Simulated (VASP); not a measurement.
# GaAs (Fm-3m) in VASP: further runs, part 2 of 2

VASP 6.6.1. The steps go on from the part before.

### Step 4. Relaxation of cell and atoms, r2SCAN

This run uses another cell than the first one, of 23.97 Å³/atom.

Input file POSCAR:

```
GaAs
1.0
    0.0000000000      2.8834562447      2.8834562447
    2.8834562447      0.0000000000      2.8834562447
    2.8834562447      2.8834562447      0.0000000000
Ga As
1 1
Direct
    0.0000000000      0.0000000000      0.0000000000
    0.5000000000      0.5000000000      0.5000000000
```

Input file INCAR.step1:

```
SYSTEM = GaAs
ALGO = Normal
EDIFF = 1E-4
ENCUT = 600
GGA = PE
ISMEAR = 0
LASPH = .True.
LCHARG = .False.
LREAL = .False.
LWAVE = .True.
NELM = 80
PREC = Accurate
SIGMA = 0.1
```

Input file INCAR.step2:

```
SYSTEM = GaAs
ALGO = Normal
EDIFF = 1E-6
EDIFFG = -0.04
ENCUT = 600
IBRION = 2
ISIF = 3
ISMEAR = 0
ISTART = 1
LASPH = .True.
LCHARG = .False.
LMIXTAU = .True.
LREAL = .False.
LWAVE = .False.
METAGGA = R2SCAN
NELM = 80
NSW = 90
PREC = Accurate
SIGMA = 0.1
```

Input file KPOINTS:

```
k-points
0
Gamma
  6 6 6
  0 0 0
```

Potentials or basis: VASP PAW PBE potentials, release 64 (Ga_d, As).

Command:

```console
$ cat potpaw_PBE.64/Ga_d/POTCAR potpaw_PBE.64/As/POTCAR > POTCAR
$ cp INCAR.step1 INCAR
$ mpirun -np 1 vasp_std > vasp.out
$ cp INCAR.step2 INCAR
$ mpirun -np 1 vasp_std > vasp.out
```

OUTCAR:

```text
SYSTEM = GaAs
   EDIFF = 1E-6
   EDIFFG = -0.04
   ENCUT = 600
   IBRION = 2
   ISIF = 3
   ISMEAR = 0
   ISTART = 1
   LASPH = .True.
   LREAL = .False.
   METAGGA = R2SCAN
   NELM = 80
   NSW = 90
   PREC = Accurate

 ion  position               nearest neighbor table
   1  0.000  0.000  0.000-   2 2.88   2 2.88   2 2.88   2 2.88   2 2.88   2 2.88
   2  0.500  0.500  0.500-   1 2.88   1 2.88   1 2.88   1 2.88   1 2.88   1 2.88

  LATTYP: Found a face centered cubic cell.
 ALAT       =     5.7669124894

  Lattice vectors:

 A1 = (   0.0000000000,   2.8834562447,   2.8834562447)
 A2 = (   2.8834562447,   0.0000000000,   2.8834562447)
 A3 = (   2.8834562447,   2.8834562447,   0.0000000000)

Analysis of symmetry for initial positions (statically):
=====================================================================
 Subroutine PRICEL returns:
 Original cell was already a primitive cell.

 Routine SETGRP: Setting up the symmetry group for a
 face centered cubic supercell.

 Subroutine GETGRP returns: Found 48 space group operations
 (whereof 48 operations were pure point group operations)
 out of a pool of 48 trial point group operations.

The static configuration has the point symmetry O_h .

Analysis of symmetry for dynamics (positions and initial velocities):
=====================================================================
 Subroutine PRICEL returns:
 Original cell was already a primitive cell.

 Routine SETGRP: Setting up the symmetry group for a
 face centered cubic supercell.

 Subroutine GETGRP returns: Found 48 space group operations
 (whereof 48 operations were pure point group operations)
 out of a pool of 48 trial point group operations.

The dynamic configuration has the point symmetry O_h .

 Subroutine INISYM returns: Found 48 space group operations
 (whereof 48 operations are pure point group operations),
 and found     1 'primitive' translations

----------------------------------------------------------------------------------------

                                     Primitive cell

  volume of cell :      47.9480

  direct lattice vectors                    reciprocal lattice vectors
[... 93 lines left out ...]
   ISMEAR =     0;   SIGMA  =   0.10  broadening in eV -4-tet -1-fermi 0-gaus
   EFERMI_NEDOS =   21; number of points for ismear=-14 and -15
   IALGO  =     38    algorithm
   IMIX   =      4    mixing-type and parameters
     AMIX     =   0.40;   BMIX     =  1.00
     AMIX_MAG =   1.60;   BMIX_MAG =  1.00
  volume/ion in A,a.u.               =      23.97       161.78
  Fermi-wavevector in a.u.,A,eV,Ry     =   1.180979  2.231727 18.976212  1.394712
  Thomas-Fermi vector in A             =   2.317261
   LORBIT       =      0    0 simple, 1 ext, 2 COOP (PROOUT), +10 PAW based schemes
   METAGGA = R2SCAN    functional components
   LHFCALC =     F    Hartree Fock is set to
   AEXX    =    0.0000 exact exchange contribution
   IVDW    =     0    specifies the selected vdW correction
   LEPSILON=     F    determine dielectric tensor
   LRPA    =     F    only Hartree local field effects (RPA)
 conjugate gradient relaxation of ions
 non-spin polarized calculation
 Gauss-broadening in eV      SIGMA  =   0.10
  energy-cutoff  :      600.00
  volume of cell :       47.95
 maximum number of plane-waves:      1639
 NGX is ok and might be reduce to    36
   NGX = 17   NGY = 17   NGZ = 17

--------------------------------------- Ionic step        1  -------------------------------------------

 number of electron      18.0000003 magnetization

 Free energy of the ion-electron system (eV)
  ---------------------------------------------------
  ext. energy  EPLUGINS =         0.00000000
  ---------------------------------------------------
  free energy    TOTEN  =       -25.79988899 eV

  energy without entropy =      -25.78821313  energy(sigma->0) =      -25.79405106

 E-fermi :   3.2646     XC(G=0): -10.3238

 val. band max:        3.1984342378   @ k =  -0.3333   0.1667   0.0000
 cond. band min:       3.2696634890   @ k =   0.3333   0.0000   0.0000
 fundamental gap:      0.0712292512
 Fermi energy:         3.2646388693

 k-point     1 :       0.0000    0.0000    0.0000
  band No.  band energies     occupation
      1     -12.0348      2.00000
      2     -12.0348      2.00000
      3     -12.0185      2.00000
      4     -12.0185      2.00000
      5     -12.0185      2.00000
      6      -9.0427      2.00000
      7       1.8008      2.00000
      8       3.1726      1.80704
      9       3.1726      1.80688
     10       3.1726      1.80688
     11      10.1714      0.00000
     12      10.1715      0.00000
     13      10.1715      0.00000
[... 309 lines left out ...]
--------------------------------------- Ionic step        3  -------------------------------------------

 number of electron      18.0000003 magnetization

 Free energy of the ion-electron system (eV)
  ---------------------------------------------------
  ext. energy  EPLUGINS =         0.00000000
  ---------------------------------------------------
  free energy    TOTEN  =       -26.24669628 eV

  energy without entropy =      -26.23865538  energy(sigma->0) =      -26.24267583

 E-fermi :   5.4916     XC(G=0): -11.5142

 val. band max:        5.4198363242   @ k =   0.0000   0.0000   0.0000
 cond. band min:       5.5111658251   @ k =   0.3333   0.0000   0.0000
 fundamental gap:      0.0913295009
 Fermi energy:         5.4916086277

 k-point     1 :       0.0000    0.0000    0.0000
  band No.  band energies     occupation
      1      -9.9517      2.00000
      2      -9.9517      2.00000
      3      -9.9228      2.00000
      4      -9.9228      2.00000
      5      -9.9228      2.00000
      6      -8.4934      2.00000
      7       5.4198      1.68998
      8       5.4198      1.68990
      9       5.4198      1.68990
     10       6.0575      0.00000
     11      13.2378      0.00000
     12      13.7135      0.00000
     13      13.7136      0.00000
[... 267 lines left out ...]
  FREE ENERGIE OF THE ION-ELECTRON SYSTEM (eV)
  ---------------------------------------------------
  free  energy   TOTEN  =       -26.2466962769 eV

  energy  without entropy=      -26.2386553837  energy(sigma->0) =      -26.24267583

 reached required accuracy - stopping structural energy minimisation
```

OUTCAR.step1:

```text
SYSTEM = GaAs
   EDIFF = 1E-4
   ENCUT = 600
   GGA = PE
   ISMEAR = 0
   LASPH = .True.
   LREAL = .False.
[... 466 lines left out ...]
      0.00000      0.00000      0.00000        -0.000000      0.000000     -0.000000
      2.88346      2.88346      2.88346         0.000000      0.000000      0.000000
 -----------------------------------------------------------------------------------
    total drift:                               -0.000000      0.000000      0.000000

  FREE ENERGIE OF THE ION-ELECTRON SYSTEM (eV)
  ---------------------------------------------------
  free  energy   TOTEN  =        -7.3434349156 eV

  energy  without entropy=       -7.3272328186  energy(sigma->0) =       -7.33533387
```

Run time: 2.5 min. Hardware: 1 thread of AMD EPYC 9R45 (Zen 5), shared host; peak memory 0.2 GiB.

Results:

- Free energy: -26.2467 eV
- Relaxed volume: 18.88 Å³/atom
- Relaxed cell: a = 3.765 Å, b = 3.765 Å, c = 3.765 Å, α = 60.00°, β = 60.00°, γ = 60.00°
- Space group after relaxing (to 0.1 Å): Fm-3m (No. 225)
- Energy gained by relaxing: 223.4 meV/atom
- Ionic steps: 3
- Pressure after relaxing: 0.0 GPa
- Band gap on the k mesh: zero (bands 9 and 10 overlap by 3.41 eV)

The path:
| step | energy change (eV) | largest force (eV/Å) | pressure (GPa) | volume (Å³) |
| --- | --- | --- | --- | --- |
| 1 | 0.0000 | 0.0000 | -11.18 | 47.95 |
| 2 | -0.4451 | 0.0000 | 1.15 | 37.25 |
| 3 | -0.4468 | 0.0000 | 0.00 | 37.75 |

Final structure:
```yaml
crystal:
  lattice:
    - [0.00000, 2.66255, 2.66255]
    - [2.66255, 0.00000, 2.66255]
    - [2.66255, 2.66255, 0.00000]
  atoms:
    - { symbol: Ga, position: [0.00000, 0.00000, 0.00000] }
    - { symbol: As, position: [0.50000, 0.50000, 0.50000] }
```

Caveat: the volume moved by over 15 % at a fixed basis, so the end points are rough; the PAW data sets were made with another functional, which shifts forces and pressure a little.

### Step 5. Single point, r2SCAN

This run uses another cell than the first one, of 18.92 Å³/atom.

Input file POSCAR:

```
GaAs
1.0
    0.0000000000      2.6646693017      2.6646693017
    2.6646693017      0.0000000000      2.6646693017
    2.6646693017      2.6646693017      0.0000000000
Ga As
1 1
Direct
    0.0000000000      0.0000000000      0.0000000000
    0.5000000000      0.5000000000      0.5000000000
```

Input file INCAR.step1:

```
ALGO = Normal
EDIFF = 1E-4
ENCUT = 520
GGA = PE
ISMEAR = 0
LASPH = True
LCHARG = False
LREAL = False
LWAVE = True
NBANDS = 16
NELM = 100
PREC = Accurate
SIGMA = 0.1
```

Input file INCAR.step2:

```
ALGO = Normal
EDIFF = 1E-6
ENCUT = 520
ISIF = 2
ISMEAR = 0
ISTART = 1
LASPH = True
LCHARG = False
LMIXTAU = True
LREAL = False
LWAVE = False
METAGGA = R2SCAN
NBANDS = 16
NELM = 100
PREC = Accurate
SIGMA = 0.1
```

Input file KPOINTS:

```
k-points
0
Gamma
  18 18 18
```

Command:

```console
$ cat potpaw_PBE.64/Ga_d/POTCAR potpaw_PBE.64/As/POTCAR > POTCAR
$ cp INCAR.step1 INCAR
$ mpirun -np 1 vasp_std > vasp.out
$ cp INCAR.step2 INCAR
$ mpirun -np 1 vasp_std > vasp.out
```

Wall time 4.4 min (1 thread of AMD EPYC 9R45 (Zen 5), shared host); peak memory 0.23 GiB.

The run converged. Its results:

| Quantity | Value |
| --- | --- |
| Free energy | -26.2244 eV |
| Pressure | 0.0 GPa |
| Band gap on the k mesh | zero (bands 9 and 10 overlap by 3.40 eV) |

Levels at points of the mesh, in eV from the Fermi level:
```csv
k point,band 7,band 8,band 9,band 10,band 11,band 12
"(0.00, 0.00, 0.00)",-0.02,-0.02,-0.02,0.60,7.81,7.81
"(0.50, 0.00, 0.00)",-8.05,0.21,0.21,3.17,3.17,3.21
"(0.50, 0.50, 0.00)",-5.89,-3.57,-2.78,-2.78,3.99,10.97
```

Caveat: the PAW data sets were made with another functional, which shifts forces and pressure a little.

### Step 6. Summary

```csv
task,cell,k mesh,cutoff (eV),gap on the mesh (eV),pressure (GPa)
single point,"a = 3.765 Å, angles 60.0°, 2 atoms",6 × 6 × 6,520,none,0.0
single point,"a = 4.078 Å, angles 60.0°, 2 atoms",6 × 6 × 6,520,none,-11.2
relaxation of cell and atoms,"relaxed from a = 4.078 Å, angles 60.0°, 2 atoms",6 × 6 × 6,600,none,0.0
single point,"a = 3.768 Å, angles 60.0°, 2 atoms",18 × 18 × 18,520,none,0.0
```

Alike in all rows: level r2SCAN; potentials or basis VASP PAW PBE potentials, release 64 (Ga_d, As); no spin polarisation; smearing gaussian 0.1 eV.

Caveats: the PAW data sets were made with another functional, which shifts forces and pressure a little; the cell stands under tension (at least some runs); the volume moved by over 15 % at a fixed basis, so the end points are rough (at least some runs).

Total energies depend on the potentials used, so only differences within one code and one set of settings carry meaning.

The gap in the log of VASP goes by the Fermi energy; the results here count the filled bands.